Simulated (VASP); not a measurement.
# Cu in VASP: single point with PBE

Aim: the single point of Cu with PBE.

Program: VASP 6.6.1. These are calculated values, not measurements. Logs are shortened: lines on timing, memory, paths and dates and some standing lists are left out, and cuts for length are marked.

## (1) The cell of the first run

The cell holds a slab with vacuum, 36 atoms: a = 7.669 Å, b = 7.669 Å, c = 24.261 Å, α = 90.00°, β = 90.00°, γ = 60.00°.

## (2) Single point, PBE

INCAR reads:

```
SYSTEM = Cu
ALGO = Normal
DIPOL = 0.5 0.5 0.500
EDIFF = 1E-6
ENCUT = 520
GGA = PE
IDIPOL = 3
ISIF = 2
ISMEAR = 0
LASPH = .True.
LCHARG = .False.
LDIPOL = .True.
LREAL = Auto
LUSENCCL = .False.
LWAVE = .False.
NBANDS = 222
NELM = 100
PREC = Accurate
SIGMA = 0.1
```

KPOINTS reads:

```
k-points
0
Gamma
  4 4 1
  0 0 0
```

POSCAR reads:

```
Cu
1.0
    7.6685730420      0.0000000000      0.0000000000
    3.8342865210      6.6411790651      0.0000000000
    0.0000000000      0.0000000000     24.2613636694
Cu
36
Direct
    0.0000000000      0.0000000000      0.3709601868
    0.3333333333      0.0000000000      0.3709601868
    0.6666666667      0.0000000000      0.3709601868
    0.0000000000      0.3333333333      0.3709601868
    0.3333333333      0.3333333333      0.3709601868
    0.6666666667      0.3333333333      0.3709601868
    0.0000000000      0.6666666667      0.3709601868
    0.3333333333      0.6666666667      0.3709601868
    0.6666666667      0.6666666667      0.3709601868
    0.1111111111      0.1111111111      0.4569867289
    0.4444444444      0.1111111111      0.4569867289
    0.7777777778      0.1111111111      0.4569867289
    0.1111111111      0.4444444444      0.4569867289
    0.4444444444      0.4444444444      0.4569867289
    0.7777777778      0.4444444444      0.4569867289
    0.1111111111      0.7777777778      0.4569867289
    0.4444444444      0.7777777778      0.4569867289
    0.7777777778      0.7777777778      0.4569867289
   -0.1111111111      0.2222222222      0.5430132711
    0.2222222222      0.2222222222      0.5430132711
    0.5555555556      0.2222222222      0.5430132711
   -0.1111111111      0.5555555556      0.5430132711
    0.2222222222      0.5555555556      0.5430132711
    0.5555555556      0.5555555556      0.5430132711
   -0.1111111111      0.8888888889      0.5430132711
    0.2222222222      0.8888888889      0.5430132711
    0.5555555556      0.8888888889      0.5430132711
    0.0000000000      0.0000000000      0.6290398132
    0.3333333333      0.0000000000      0.6290398132
    0.6666666667      0.0000000000      0.6290398132
    0.0000000000      0.3333333333      0.6290398132
    0.3333333333      0.3333333333      0.6290398132
    0.6666666667      0.3333333333      0.6290398132
    0.0000000000      0.6666666667      0.6290398132
    0.3333333333      0.6666666667      0.6290398132
    0.6666666667      0.6666666667      0.6290398132
```

Potentials or basis: VASP PAW PBE potentials, release 64 (Cu).

Run with:

```
> cat potpaw_PBE.64/Cu/POTCAR > POTCAR
> mpirun -np 1 vasp_std > vasp.out
```

OUTCAR:

```text
SYSTEM = Cu
   EDIFF = 1E-6
   ENCUT = 520
   GGA = PE
   ISIF = 2
   ISMEAR = 0
   LASPH = .True.
   LREAL = Auto
   NELM = 100
   PREC = Accurate

 ion  position               nearest neighbor table
   1  0.000  0.000  0.371-   4 2.56   6 2.56   7 2.56   8 2.56   2 2.56   3 2.56  16 2.56  12 2.56
                            10 2.56
   2  0.333  0.000  0.371-   4 2.56   5 2.56   8 2.56   1 2.56  17 2.56  10 2.56  11 2.56   9 2.56
                             3 2.56
   3  0.667  0.000  0.371-   6 2.56   7 2.56   9 2.56   1 2.56  18 2.56  12 2.56   5 2.56  11 2.56
                             2 2.56
   4  0.000  0.333  0.371-   1 2.56   2 2.56   5 2.56   6 2.56  10 2.56  13 2.56  15 2.56   9 2.56
                             7 2.56
   5  0.333  0.333  0.371-   2 2.56   4 2.56  11 2.56  13 2.56  14 2.56   7 2.56   3 2.56   8 2.56
                             6 2.56
   6  0.667  0.333  0.371-   1 2.56   3 2.56   4 2.56  12 2.56  15 2.56  14 2.56   9 2.56   8 2.56
                             5 2.56
   7  0.000  0.667  0.371-   1 2.56   3 2.56   8 2.56   9 2.56  16 2.56  18 2.56   5 2.56  13 2.56
                             4 2.56
   8  0.333  0.667  0.371-   1 2.56   2 2.56   7 2.56  16 2.56  17 2.56  14 2.56   5 2.56   6 2.56
                             9 2.56
   9  0.667  0.667  0.371-   3 2.56   7 2.56  18 2.56   2 2.56   4 2.56  15 2.56  17 2.56   6 2.56
[... 62 lines left out ...]
 A1 = (  -3.8342865210,  -6.6411790651,   0.0000000000)
 A2 = (   7.6685730420,   0.0000000000,   0.0000000000)
 A3 = (   0.0000000000,   0.0000000000,  24.2613636694)

Analysis of symmetry for initial positions (statically):
=====================================================================
 Subroutine PRICEL returns following result:

  LATTYP: Found a hexagonal cell.
 ALAT       =     2.5561910137
 C/A-ratio  =     9.4912170253

  Lattice vectors:

 A1 = (  -1.2780955069,  -2.2137263548,   0.0000000000)
 A2 = (   2.5561910137,   0.0000000000,   0.0000000000)
 A3 = (   0.0000000000,   0.0000000000,  24.2613636694)

   9 primitive cells build up your supercell.

 Routine SETGRP: Setting up the symmetry group for a
 hexagonal supercell.

 Subroutine GETGRP returns: Found 12 space group operations
 (whereof 12 operations were pure point group operations)
 out of a pool of 24 trial point group operations.

The static configuration has the point symmetry D_3d.

Analysis of symmetry for dynamics (positions and initial velocities):
=====================================================================
 Subroutine PRICEL returns following result:

[... 117 lines left out ...]
   ISMEAR =     0;   SIGMA  =   0.10  broadening in eV -4-tet -1-fermi 0-gaus
   EFERMI_NEDOS =   21; number of points for ismear=-14 and -15
   IALGO  =     38    algorithm
   IMIX   =      4    mixing-type and parameters
     AMIX     =   0.40;   BMIX     =  1.00
     AMIX_MAG =   1.60;   BMIX_MAG =  1.00
  volume/ion in A,a.u.               =      34.32       231.62
  Fermi-wavevector in a.u.,A,eV,Ry     =   1.120336  2.117128 17.077386  1.255152
  Thomas-Fermi vector in A             =   2.256982
   LORBIT       =      0    0 simple, 1 ext, 2 COOP (PROOUT), +10 PAW based schemes
   GGA     = PE    functional components
   LHFCALC =     F    Hartree Fock is set to
   AEXX    =    0.0000 exact exchange contribution
   IVDW    =     0    specifies the selected vdW correction
   LEPSILON=     F    determine dielectric tensor
   LRPA    =     F    only Hartree local field effects (RPA)
 non-spin polarized calculation
 Gauss-broadening in eV      SIGMA  =   0.10
  energy-cutoff  :      520.00
  volume of cell :     1235.59
 maximum number of plane-waves:     33337
 NGX is ok and might be reduce to    60
   NGX = 29   NGY = 29   NGZ = 91

 dipolmoment           0.000000      0.000000      0.000000 electrons x Angstroem

 number of electron     396.0000056 magnetization

 dipolmoment           0.000000      0.000000     -0.000000 electrons x Angstroem

 Free energy of the ion-electron system (eV)
  ---------------------------------------------------
  ext. energy  EPLUGINS =         0.00000000
  ---------------------------------------------------
  free energy    TOTEN  =      -126.06415699 eV

  energy without entropy =     -125.97675112  energy(sigma->0) =     -126.02045405

 E-fermi :  -0.5171     XC(G=0):  -5.1349

 val. band max:       -0.5172192138   @ k =   0.5000   0.0000   0.0000
 cond. band min:      -0.1335845304   @ k =   0.2500   0.0000   0.0000
 fundamental gap:      0.3836346835
 Fermi energy:        -0.5170911754

 k-point     1 :       0.0000    0.0000    0.0000
  band No.  band energies     occupation
      1      -9.3248      2.00000
      2      -8.0632      2.00000
      3      -6.4063      2.00000
      4      -6.2981      2.00000
      5      -6.2981      2.00000
      6      -6.2981      2.00000
[... 841 lines left out ...]
    209       1.2845      0.00000
    210       1.4788      0.00000
 [bands above 210 left out]

------------------------ aborting loop because EDIFF is reached ----------------------------------------

 vacuum level on the upper side and lower side of the slab       (xc-potential included)        -0.081        -0.081

  FORCE on cell =-STRESS in cart. coord.  units (eV):
  Direction    XX          YY          ZZ          XY          YZ          ZX
  --------------------------------------------------------------------------------------
  -------------------------------------------------------------------------------------
  Total       -4.9677705     -4.9677705     -2.0063579      0.0000000      0.0000000     -0.0000000
  in kB       -6.4416504     -6.4416504     -2.6016210      0.0000000      0.0000000     -0.0000000
  external PRESSURE =      -5.1616406 kB  Pullay stress =       0.0000000 kB

 VOLUME and BASIS-vectors are now :
 -----------------------------------------------------------------------------
  energy-cutoff  :      520.00
  volume of cell :     1235.59
      direct lattice vectors                 reciprocal lattice vectors
     7.668573042  0.000000000  0.000000000     0.130402357 -0.075287836  0.000000000
     3.834286521  6.641179065  0.000000000     0.000000000  0.150575672  0.000000000
     0.000000000  0.000000000 24.261363669     0.000000000  0.000000000  0.041217799

 POSITION                                       TOTAL-FORCE (eV/Angst)
 -----------------------------------------------------------------------------------
      0.00000      0.00000      9.00000         0.000000      0.000000      0.026909
      2.55619      0.00000      9.00000         0.000000      0.000000      0.026909
      5.11238      0.00000      9.00000         0.000000      0.000000      0.026909
      1.27810      2.21373      9.00000         0.000000      0.000000      0.026909
      3.83429      2.21373      9.00000         0.000000      0.000000      0.026909
      6.39048      2.21373      9.00000         0.000000      0.000000      0.026909
[... 28 lines left out ...]
      5.11238      4.42745     15.26136        -0.000000      0.000000     -0.026909
      7.66857      4.42745     15.26136        -0.000000      0.000000     -0.026909
 -----------------------------------------------------------------------------------
    total drift:                                0.000000      0.000000      0.000000

  FREE ENERGIE OF THE ION-ELECTRON SYSTEM (eV)
  ---------------------------------------------------
  free  energy   TOTEN  =      -126.0641569856 eV

  energy  without entropy=     -125.9767511187  energy(sigma->0) =     -126.02045405

 vacuum level on the upper side and lower side of the slab         4.223         4.223
```

stdout:

```text
Offloading initialized ...    1 GPUs detected
 POSCAR found type information on POSCAR Cu
 POSCAR found :  1 types and      36 ions
 scaLAPACK will be used selectively (only on CPU)
 LDA part: xc-table for (Slater+PW92), standard interpolation
 POSCAR, INCAR and KPOINTS ok, starting setup
 FFT: planning ... GRIDC
 FFT: planning ... GRID_SOFT
 FFT: planning ... GRID
 WAVECAR not read
 entering main loop
```

Run time: 4.3 min. Hardware: 1 × NVIDIA H100 80GB with 1 thread of AMD EPYC 7R13 (Zen 3), shared host; peak memory 2.2 GiB.

What came out:

```
Free energy            : -126.0642 eV
Largest force          : 0.027 eV/Å
Band gap on the k mesh : zero (bands 198 and 199 overlap by 1.00 eV)
```

Forces on the atoms (eV/Å):
```
Cu   0.000  0.000  0.027
Cu   0.000  0.000  0.027
Cu   0.000  0.000  0.027
Cu   0.000  0.000  0.027
Cu   0.000  0.000  0.027
Cu   0.000  0.000  0.027
Cu   0.000  0.000  0.027
Cu   0.000  0.000  0.027
Cu   0.000  0.000  0.027
Cu   0.000  0.000  0.011
Cu   0.000  0.000  0.011
Cu   0.000  0.000  0.011
Cu   0.000  0.000  0.011
Cu   0.000  0.000  0.011
Cu   0.000  0.000  0.011
Cu   0.000  0.000  0.011
Cu   0.000  0.000  0.011
Cu   0.000  0.000  0.011
Cu   0.000  0.000 -0.011
Cu   0.000  0.000 -0.011
Cu   0.000  0.000 -0.011
Cu   0.000  0.000 -0.011
Cu   0.000  0.000 -0.011
Cu   0.000  0.000 -0.011
Cu   0.000  0.000 -0.011
Cu   0.000  0.000 -0.011
Cu   0.000  0.000 -0.011
Cu   0.000  0.000 -0.027
Cu   0.000  0.000 -0.027
Cu   0.000  0.000 -0.027
Cu   0.000  0.000 -0.027
Cu   0.000  0.000 -0.027
Cu   0.000  0.000 -0.027
Cu   0.000  0.000 -0.027
Cu   0.000  0.000 -0.027
Cu   0.000  0.000 -0.027
```

The gap in the log of VASP goes by the Fermi energy; the results here count the filled bands.